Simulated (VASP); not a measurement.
A run of VASP 6.6.1 is set up as follows.

File POSCAR:

```
Ir
1.0
    4.3488760720      0.0000000000      0.0000000000
   -2.1744380360      3.7662371562      0.0000000000
    0.0000000000      0.0000000000      2.6799618926
Ir
3
Direct
    0.0000000000      0.0000000000      0.0000000000
    0.3333333333      0.6666666667      0.5000000000
    0.6666666667      0.3333333333      0.5000000000
```

INCAR.step1

```
SYSTEM = Ir
  ALGO = Normal
  EDIFF = 1E-4
  ENCUT = 600
  GGA = PE
  ISMEAR = 0
  LASPH = .True.
  LCHARG = .False.
  LREAL = .False.
  LWAVE = .True.
  NELM = 80
  PREC = Accurate
  SIGMA = 0.1
```

INCAR.step2

```
SYSTEM = Ir
  ALGO = Normal
  EDIFF = 1E-6
  EDIFFG = -0.01
  ENCUT = 600
  IBRION = 2
  ISIF = 3
  ISMEAR = 0
  ISTART = 1
  LASPH = .True.
  LCHARG = .False.
  LMIXTAU = .True.
  LREAL = .False.
  LWAVE = .False.
  METAGGA = R2SCAN
  NELM = 80
  NSW = 80
  PREC = Accurate
  SIGMA = 0.1
```

The input KPOINTS:

```
k-points
0
Gamma
  12 12 16
  0 0 0
```

Potentials or basis: VASP PAW PBE potentials, release 64 (Ir).

The run is started by

```sh
$ cat potpaw_PBE.64/Ir/POTCAR > POTCAR
$ cp INCAR.step1 INCAR
$ mpirun -np 1 vasp_std > vasp.out
$ cp INCAR.step2 INCAR
$ mpirun -np 1 vasp_std > vasp.out
```

**Question.** Predict the relaxed cell.

**Answer.** a = 4.360 Å, b = 4.360 Å, c = 2.685 Å, α = 90.00°, β = 90.00°, γ = 120.00°.

**Question.** Predict the space group after relaxing (to 0.1 Å).

**Answer.** P6/mmm (No. 191).

**Question.** What does it give for the relaxed volume?

**Answer.** 14.74 Å³/atom.

Stress tensor (GPa, compression positive):
```
 0.06  0.00  0.00
 0.00  0.06  0.00
 0.00  0.00 -0.05
```

Caveat: the PAW data sets were made with another functional, which shifts forces and pressure a little.
